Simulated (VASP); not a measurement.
# NaF (Pm-3m) in VASP: further runs

NaF is run at these levels: PBE, LDA, PBEsol; tasks: single point.

All numbers are computed with VASP 6.6.1; they aren't measurements. Logs are shortened: lines on timing, memory, paths and dates and some standing lists are left out, and cuts for length are marked.

## (1) The cell of the first run

Symmetry: Pm-3m, No. 221, cubic system. Conventional cell: a = 2.793 Å, b = 2.793 Å, c = 2.793 Å, α = 90.00°, β = 90.00°, γ = 90.00°. Na (site symmetry m-3m) has 8 F at 2.42 Å and 6 Na at 2.79 Å within 3.2 Å. F (site symmetry m-3m) has 8 Na at 2.42 Å and 6 F at 2.79 Å within 3.2 Å.

## (2) Single point, PBE

INCAR

```
SYSTEM = NaF
PREC = Accurate
ENCUT = 520
EDIFF = 1E-6
ISMEAR = 0
SIGMA = 0.01
LREAL = .FALSE.
LASPH = .TRUE.
NELM = 100
ALGO = Normal
ISIF = 2
LWAVE = .FALSE.
LCHARG = .TRUE.
GGA = PE
LELF = .TRUE.
LVHAR = .TRUE.
NBANDS = 14
```

KPOINTS

```
Automatic mesh
0
G
  6 6 6
  0 0 0
```

POSCAR

```
NaF
1.0
    2.7934851918      0.0000000000      0.0000000000
    0.0000000000      2.7934851918      0.0000000000
    0.0000000000      0.0000000000      2.7934851918
Na F
1 1
Direct
    0.0000000000      0.0000000000      0.0000000000
    0.5000000000      0.5000000000      0.5000000000
```

Potentials or basis: VASP PAW PBE potentials, release 64 (Na_pv, F).

The run is started by

```bash
> cat potpaw_PBE.64/Na_pv/POTCAR potpaw_PBE.64/F/POTCAR > POTCAR
> mpirun -np 1 vasp_std > vasp.out
```

OUTCAR:

```text
SYSTEM = NaF
   PREC = Accurate
   ENCUT = 520
   EDIFF = 1E-6
   ISMEAR = 0
   LREAL = .FALSE.
   LASPH = .TRUE.
   NELM = 100
   ISIF = 2
   GGA = PE

 ion  position               nearest neighbor table
   1  0.000  0.000  0.000-
   2  0.500  0.500  0.500-

  LATTYP: Found a simple cubic cell.
 ALAT       =     2.7934851918

  Lattice vectors:

 A1 = (   2.7934851918,   0.0000000000,   0.0000000000)
 A2 = (   0.0000000000,   2.7934851918,   0.0000000000)
 A3 = (   0.0000000000,   0.0000000000,   2.7934851918)

Analysis of symmetry for initial positions (statically):
=====================================================================
 Subroutine PRICEL returns:
 Original cell was already a primitive cell.

 Routine SETGRP: Setting up the symmetry group for a
 simple cubic supercell.

 Subroutine GETGRP returns: Found 48 space group operations
 (whereof 48 operations were pure point group operations)
 out of a pool of 48 trial point group operations.

The static configuration has the point symmetry O_h .

Analysis of symmetry for dynamics (positions and initial velocities):
=====================================================================
 Subroutine PRICEL returns:
 Original cell was already a primitive cell.

 Routine SETGRP: Setting up the symmetry group for a
 simple cubic supercell.

 Subroutine GETGRP returns: Found 48 space group operations
 (whereof 48 operations were pure point group operations)
 out of a pool of 48 trial point group operations.

The dynamic configuration has the point symmetry O_h .

 Subroutine INISYM returns: Found 48 space group operations
 (whereof 48 operations are pure point group operations),
 and found     1 'primitive' translations

----------------------------------------------------------------------------------------

                                     Primitive cell

  volume of cell :      21.7991

  direct lattice vectors                    reciprocal lattice vectors
     2.793485192  0.000000000  0.000000000     0.357975766  0.000000000  0.000000000
     0.000000000  2.793485192  0.000000000     0.000000000  0.357975766  0.000000000
     0.000000000  0.000000000  2.793485192     0.000000000  0.000000000  0.357975766

  length of vectors
     2.793485192  2.793485192  2.793485192     0.357975766  0.357975766  0.357975766

  position of ions in fractional coordinates (direct lattice)
     0.000000000  0.000000000  0.000000000
     0.500000000  0.500000000  0.500000000

  ion indices of the primitive-cell ions
[... 80 lines left out ...]
   PSTRESS=    0.0 pullay stress
   NELECT =      14.0000    total number of electrons
   NUPDOWN=      -1.0000    fix difference up-down
   EMIN   =  10.00;   EMAX   =-10.00  energy-range for DOS
   EFERMI =   0.00;   METHOD = LEGACY
   ISMEAR =     0;   SIGMA  =   0.01  broadening in eV -4-tet -1-fermi 0-gaus
   EFERMI_NEDOS =   21; number of points for ismear=-14 and -15
   IALGO  =     38    algorithm
   IMIX   =      4    mixing-type and parameters
     AMIX     =   0.40;   BMIX     =  1.00
     AMIX_MAG =   1.60;   BMIX_MAG =  1.00
  volume/ion in A,a.u.               =      10.90        73.55
  Fermi-wavevector in a.u.,A,eV,Ry     =   1.412444  2.669132 27.143584  1.994997
  Thomas-Fermi vector in A             =   2.534192
   LORBIT       =      0    0 simple, 1 ext, 2 COOP (PROOUT), +10 PAW based schemes
   GGA     = PE    functional components
   LHFCALC =     F    Hartree Fock is set to
   AEXX    =    0.0000 exact exchange contribution
   IVDW    =     0    specifies the selected vdW correction
   LEPSILON=     F    determine dielectric tensor
   LRPA    =     F    only Hartree local field effects (RPA)
 non-spin polarized calculation
 Gauss-broadening in eV      SIGMA  =   0.01
  energy-cutoff  :      520.00
  volume of cell :       21.80
 maximum number of plane-waves:       624
 NGX is ok and might be reduce to    24
   NGX = 11   NGY = 11   NGZ = 11

 number of electron      14.0000006 magnetization

 Free energy of the ion-electron system (eV)
  ---------------------------------------------------
  ext. energy  EPLUGINS =         0.00000000
  ---------------------------------------------------
  free energy    TOTEN  =        -8.23025117 eV

  energy without entropy =       -8.23025117  energy(sigma->0) =       -8.23025117

 E-fermi :  -0.4751     XC(G=0):  -9.9292

 val. band max:       -0.6121438132   @ k =   0.5000   0.5000   0.0000
 cond. band min:       5.4991431320   @ k =   0.0000   0.0000   0.0000
 fundamental gap:      6.1112869452
 Fermi energy:        -0.4751329042

 k-point     1 :       0.0000    0.0000    0.0000
  band No.  band energies     occupation
      1     -20.6505      2.00000
      2     -20.6505      2.00000
      3     -20.6505      2.00000
      4     -20.5072      2.00000
      5      -0.9506      2.00000
      6      -0.9506      2.00000
      7      -0.9506      2.00000
      8       5.4991      0.00000
      9      15.1638      0.00000
     10      15.1638      0.00000
     11      23.4084      0.00000
     12      23.4084      0.00000
     13      23.4084      0.00000
     14      30.6845      0.00000
[... 309 lines left out ...]
      1     -20.8377      2.00000
      2     -20.8377      2.00000
      3     -20.8377      2.00000
      4     -19.7243      2.00000
      5      -2.2748      2.00000
      6      -2.2748      2.00000
      7      -2.2748      2.00000
      8      13.8213      0.00000
      9      13.8213      0.00000
     10      13.8213      0.00000
     11      18.8363      0.00000
     12      18.8363      0.00000
     13      18.8363      0.00000
     14      22.7289      0.00000

------------------------ aborting loop because EDIFF is reached ----------------------------------------

  FORCE on cell =-STRESS in cart. coord.  units (eV):
  Direction    XX          YY          ZZ          XY          YZ          ZX
  --------------------------------------------------------------------------------------
  -------------------------------------------------------------------------------------
  Total        0.5732842      0.5732842      0.5732842     -0.0000000     -0.0000000      0.0000000
  in kB       42.1348494     42.1348494     42.1348494     -0.0000000     -0.0000000      0.0000000
  external PRESSURE =      42.1348494 kB  Pullay stress =       0.0000000 kB

 VOLUME and BASIS-vectors are now :
 -----------------------------------------------------------------------------
  energy-cutoff  :      520.00
  volume of cell :       21.80
      direct lattice vectors                 reciprocal lattice vectors
     2.793485192  0.000000000  0.000000000     0.357975766  0.000000000  0.000000000
     0.000000000  2.793485192  0.000000000     0.000000000  0.357975766  0.000000000
     0.000000000  0.000000000  2.793485192     0.000000000  0.000000000  0.357975766

 POSITION                                       TOTAL-FORCE (eV/Angst)
 -----------------------------------------------------------------------------------
      0.00000      0.00000      0.00000         0.000000      0.000000      0.000000
      1.39674      1.39674      1.39674         0.000000      0.000000      0.000000
 -----------------------------------------------------------------------------------
    total drift:                                0.000000      0.000000     -0.000000

  FREE ENERGIE OF THE ION-ELECTRON SYSTEM (eV)
  ---------------------------------------------------
  free  energy   TOTEN  =        -8.2302511725 eV

  energy  without entropy=       -8.2302511725  energy(sigma->0) =       -8.23025117
```

It took 6.9 s on 1 thread of Intel Xeon 8259CL, shared host; peak memory 0.13 GiB.

Results:

- Free energy: -8.2303 eV
- Pressure: 4.2 GPa
- Band gap on the k mesh: 6.11 eV, indirect (least direct gap 6.45 eV)

Levels at points of the mesh, in eV from the valence-band top:
| k point | band 3 | band 4 | band 5 | band 6 | band 7 | band 8 | band 9 | band 10 | band 11 | band 12 |
| --- | --- | --- | --- | --- | --- | --- | --- | --- | --- | --- |
| (0.00, 0.00, 0.00) | -20.04 | -19.90 | -0.34 | -0.34 | -0.34 | 6.11 | 15.78 | 15.78 | 24.02 | 24.02 |
| (0.50, 0.00, 0.00) | -20.01 | -19.04 | -2.66 | -0.21 | -0.21 | 10.87 | 11.89 | 19.98 | 21.21 | 23.59 |
| (0.50, 0.50, 0.00) | -19.98 | -19.35 | -1.89 | -1.89 | 0.00 | 11.99 | 15.30 | 15.30 | 15.64 | 23.77 |
| (0.50, 0.50, 0.50) | -20.23 | -19.11 | -1.66 | -1.66 | -1.66 | 14.43 | 14.43 | 14.43 | 19.45 | 19.45 |

## (3) Single point, PBE

INCAR

```
ALGO = Normal
EDIFF = 1E-6
ENCUT = 520
GGA = PE
ISIF = 2
ISMEAR = 0
LASPH = True
LCHARG = False
LREAL = False
LWAVE = False
NBANDS = 14
NELM = 100
PREC = Accurate
SIGMA = 0.01
```

KPOINTS

```
k-points
0
Gamma
  6 6 6
```

POSCAR is that of step 2.

Potentials or basis: VASP PAW PBE potentials, release 64 (Na_pv, F).

The run is started by

```bash
> cat potpaw_PBE.64/Na_pv/POTCAR potpaw_PBE.64/F/POTCAR > POTCAR
> mpirun -np 1 vasp_std > vasp.out
```

OUTCAR:

```text
EDIFF = 1E-6
   ENCUT = 520
   GGA = PE
   ISIF = 2
   ISMEAR = 0
   LASPH = True
   LREAL = False
   NELM = 100
   PREC = Accurate

 ion  position               nearest neighbor table
   1  0.000  0.000  0.000-
   2  0.500  0.500  0.500-

  LATTYP: Found a simple cubic cell.
 ALAT       =     2.7934851918

  Lattice vectors:

 A1 = (   2.7934851918,   0.0000000000,   0.0000000000)
[... 517 lines left out ...]
     13      18.8363      0.00000
     14      22.7289      0.00000

------------------------ aborting loop because EDIFF is reached ----------------------------------------

  FORCE on cell =-STRESS in cart. coord.  units (eV):
  Direction    XX          YY          ZZ          XY          YZ          ZX
  --------------------------------------------------------------------------------------
  -------------------------------------------------------------------------------------
  Total        0.5732842      0.5732842      0.5732842     -0.0000000     -0.0000000      0.0000000
  in kB       42.1348494     42.1348494     42.1348494     -0.0000000     -0.0000000      0.0000000
  external PRESSURE =      42.1348494 kB  Pullay stress =       0.0000000 kB

 VOLUME and BASIS-vectors are now :
 -----------------------------------------------------------------------------
  energy-cutoff  :      520.00
  volume of cell :       21.80
      direct lattice vectors                 reciprocal lattice vectors
     2.793485192  0.000000000  0.000000000     0.357975766  0.000000000  0.000000000
     0.000000000  2.793485192  0.000000000     0.000000000  0.357975766  0.000000000
     0.000000000  0.000000000  2.793485192     0.000000000  0.000000000  0.357975766

 POSITION                                       TOTAL-FORCE (eV/Angst)
 -----------------------------------------------------------------------------------
      0.00000      0.00000      0.00000         0.000000      0.000000      0.000000
      1.39674      1.39674      1.39674         0.000000      0.000000      0.000000
 -----------------------------------------------------------------------------------
    total drift:                                0.000000      0.000000     -0.000000

  FREE ENERGIE OF THE ION-ELECTRON SYSTEM (eV)
  ---------------------------------------------------
  free  energy   TOTEN  =        -8.2302511725 eV

  energy  without entropy=       -8.2302511725  energy(sigma->0) =       -8.23025117
```

OSZICAR:

```text
N       E                     dE             d eps       ncg     rms          rms(c)
DAV:   1     0.105610814735E+03    0.10561E+03   -0.78496E+03   582   0.125E+03
DAV:   2    -0.415413583162E+01   -0.10976E+03   -0.10263E+03   662   0.337E+02
DAV:   3    -0.909239202632E+01   -0.49383E+01   -0.49301E+01   632   0.666E+01
DAV:   4    -0.912360316024E+01   -0.31211E-01   -0.31210E-01   686   0.578E+00
DAV:   5    -0.912389313281E+01   -0.28997E-03   -0.28997E-03   632   0.554E-01    0.520E+00
DAV:   6    -0.827068367279E+01    0.85321E+00   -0.25030E+00   638   0.145E+01    0.170E+00
DAV:   7    -0.824369033218E+01    0.26993E-01   -0.29915E-02   572   0.282E+00    0.102E+00
DAV:   8    -0.822983235445E+01    0.13858E-01   -0.23933E-02   578   0.398E+00    0.126E-01
DAV:   9    -0.823029391309E+01   -0.46156E-03   -0.33131E-03   656   0.561E-01    0.767E-02
DAV:  10    -0.823025276136E+01    0.41152E-04   -0.37137E-04   596   0.175E-01    0.121E-02
DAV:  11    -0.823025102985E+01    0.17315E-05   -0.15977E-05   650   0.804E-02    0.245E-03
DAV:  12    -0.823025117255E+01   -0.14270E-06   -0.13120E-06   572   0.140E-02
   1 F= -.82302512E+01 E0= -.82302512E+01  d E =-.233550E-85
```

stdout:

```text
POSCAR found type information on POSCAR NaF
 POSCAR found :  2 types and       2 ions
 scaLAPACK will be used
 LDA part: xc-table for (Slater+PW92), standard interpolation
 POSCAR, INCAR and KPOINTS ok, starting setup
 FFT: planning ... GRIDC
 FFT: planning ... GRID_SOFT
 FFT: planning ... GRID
 WAVECAR not read
 entering main loop
```

Wall time 6.2 s (1 thread of Intel Xeon 8259CL, shared host); peak memory 0.13 GiB.

Results:

```yaml
Free_energy: -8.2303 eV
Pressure: 4.2 GPa
Band_gap_on_the_k_mesh: 6.11 eV, indirect (least direct gap 6.45 eV)
```

A k mesh can miss the band edges.

## (4) Single point, LDA

This run uses another cell than the first one, of 10.27 Å³/atom, 0.942 times its volume.

INCAR

```
SYSTEM = NaF
PREC = Accurate ; ENCUT = 520
EDIFF = 1E-6 ; ISMEAR = -1
SIGMA = 0.02 ; LREAL = .False.
LASPH = .True. ; NELM = 80
ALGO = Normal ; ISIF = 2
LWAVE = .False. ; LCHARG = .True.
LELF = .True. ; LVHAR = .True.
NBANDS = 14
```

KPOINTS

```
regular mesh
0
Gamma
  8 8 8
  0 0 0
```

POSCAR

```
NaF
1.0
    2.7384731630      0.0000000000      0.0000000000
    0.0000000000      2.7384731630      0.0000000000
    0.0000000000      0.0000000000      2.7384731630
Na F
1 1
Direct
    0.0000000000      0.0000000000      0.0000000000
    0.5000000000      0.5000000000      0.5000000000
```

Potentials or basis: VASP PAW LDA potentials, release 64 (Na_pv, F).

The run is started by

```bash
> cat potpaw_LDA.64/Na_pv/POTCAR potpaw_LDA.64/F/POTCAR > POTCAR
> mpirun -np 1 vasp_std > vasp.out
```

Run time: 8.5 s. Hardware: 1 thread of Intel Xeon 8259CL, shared host; peak memory 0.12 GiB.

It converged, with:

```
Free energy            : -9.0683 eV
Pressure               : -0.1 GPa
Band gap on the k mesh : 6.18 eV, indirect (least direct gap 6.55 eV)
```

Levels at points of the mesh, in eV from the valence-band top:
```csv
k point,band 4,band 5,band 6,band 7,band 8,band 9,band 10,band 11
"(0.00, 0.00, 0.00)",-19.68,-0.37,-0.37,-0.37,6.18,15.54,15.54,24.51
"(0.50, 0.00, 0.00)",-18.61,-2.98,-0.24,-0.24,10.97,12.10,19.88,21.24
"(0.50, 0.50, 0.00)",-19.01,-2.09,-2.09,0.00,11.91,15.50,15.50,15.73
"(0.50, 0.50, 0.50)",-18.71,-1.87,-1.87,-1.87,14.39,14.39,14.39,19.67
```

## (5) Single point, PBEsol

This run uses another cell than the first one, of 11.18 Å³/atom, 1.025 times its volume.

INCAR

```
PREC = Accurate ; ENCUT = 520
EDIFF = 1E-6 ; ISMEAR = -1
SIGMA = 0.02 ; LREAL = F
LASPH = T ; NELM = 60
ALGO = Normal ; ISIF = 2
LWAVE = F ; LCHARG = F
GGA = PS ; NBANDS = 14
```

KPOINTS

```
regular mesh
0
Gamma
  8 8 8
```

POSCAR

```
NaF
1.0
    2.8169868063      0.0000000000      0.0000000000
    0.0000000000      2.8169868063      0.0000000000
    0.0000000000      0.0000000000      2.8169868063
Na F
1 1
Direct
    0.0000000000      0.0000000000      0.0000000000
    0.5000000000      0.5000000000      0.5000000000
```

Potentials or basis: VASP PAW PBE potentials, release 64 (Na_pv, F).

The run is started by

```bash
> cat potpaw_PBE.64/Na_pv/POTCAR potpaw_PBE.64/F/POTCAR > POTCAR
> mpirun -np 1 vasp_std > vasp.out
```

Run time: 9.6 s. Hardware: 1 thread of Intel Xeon 8259CL, shared host; peak memory 0.13 GiB.

Results (log left out):

```yaml
Free_energy: -8.4832 eV
Pressure: -0.1 GPa
Band_gap_on_the_k_mesh: 5.82 eV, indirect (least direct gap 6.15 eV)
```

Levels at points of the mesh, in eV from the valence-band top:
```tsv
k point	band 5	band 6	band 7	band 8	band 9	band 10
(0.00, 0.00, 0.00)	-0.33	-0.33	-0.33	5.82	15.47	15.47
(0.50, 0.00, 0.00)	-2.63	-0.21	-0.21	10.51	11.55	19.62
(0.50, 0.50, 0.00)	-1.86	-1.86	0.00	11.70	14.88	14.88
(0.50, 0.50, 0.50)	-1.63	-1.63	-1.63	14.07	14.07	14.07
```

Caveat: the PAW data sets were made with another functional, which shifts forces and pressure a little. A k mesh can miss the band edges.

## (6) Single point, PBE

INCAR

```
PREC = Accurate
ENCUT = 520
EDIFF = 1E-6
ISMEAR = -1
SIGMA = 0.02
LREAL = False
LASPH = True
NELM = 60
ALGO = Normal
ISIF = 2
LWAVE = False
LCHARG = True
GGA = PE
LELF = True
LVHAR = True
NBANDS = 14
```

KPOINTS

```
Automatic mesh
0
Gamma
  10 10 10
```

POSCAR

```
NaF
1.0
    2.7934851918      0.0000000000      0.0000000000
    0.0000000000      2.7934851918      0.0000000000
    0.0000000000      0.0000000000      2.7934851918
Na F
1 1
Direct
    0.0000000000      0.0000000000      0.0000000000
    0.5000000000      0.5000000000      0.5000000000
```

Potentials or basis: VASP PAW PBE potentials, release 64 (Na_pv, F).

The run is started by

```bash
> cat potpaw_PBE.64/Na_pv/POTCAR potpaw_PBE.64/F/POTCAR > POTCAR
> mpirun -np 1 vasp_std > vasp.out
```

Run time: 14 s. Hardware: 1 thread of Intel Xeon 8259CL, shared host; peak memory 0.14 GiB.

Results (log left out):

| Item | Value |
| --- | --- |
| Free energy | -8.2302 eV |
| Pressure | 4.2 GPa |
| Band gap on the k mesh | 6.11 eV, indirect (least direct gap 6.45 eV) |

Levels at points of the mesh, in eV from the valence-band top:
```
           k point  band 3  band 4  band 5  band 6  band 7  band 8  band 9  band 10  band 11  band 12
(0.00, 0.00, 0.00)  -20.04  -19.89   -0.34   -0.34   -0.34    6.11   15.78    15.78    24.02    24.02
(0.50, 0.00, 0.00)  -20.01  -19.04   -2.66   -0.21   -0.21   10.87   11.89    19.98    21.21    23.59
(0.50, 0.50, 0.00)  -19.98  -19.35   -1.89   -1.89    0.00   11.99   15.30    15.30    15.64    23.77
(0.50, 0.50, 0.50)  -20.23  -19.11   -1.66   -1.66   -1.66   14.43   14.43    14.43    19.45    19.45
```

A k mesh can miss the band edges.

## (7) Summary

```csv
level,potentials or basis,cell,k mesh,smearing,gap on the mesh (eV),pressure (GPa)
PBE,"VASP PAW PBE potentials, release 64 (Na_pv, F)","a = 2.793 Å, 2 atoms",6 × 6 × 6,gaussian 0.01 eV,6.11,4.2
LDA,"VASP PAW LDA potentials, release 64 (Na_pv, F)","a = 2.738 Å, 2 atoms",8 × 8 × 8,fermi-dirac 0.02 eV,6.18,-0.1
PBEsol,"VASP PAW PBE potentials, release 64 (Na_pv, F)","a = 2.817 Å, 2 atoms",8 × 8 × 8,fermi-dirac 0.02 eV,5.82,-0.1
PBE,"VASP PAW PBE potentials, release 64 (Na_pv, F)","a = 2.793 Å, 2 atoms",10 × 10 × 10,fermi-dirac 0.02 eV,6.11,4.2
```

Alike in all rows: task single point; no spin polarisation; cutoff (eV) 520.

Caveats: the PAW data sets were made with another functional, which shifts forces and pressure a little (some runs).

Absolute energies hang on the potentials; compare differences alone.
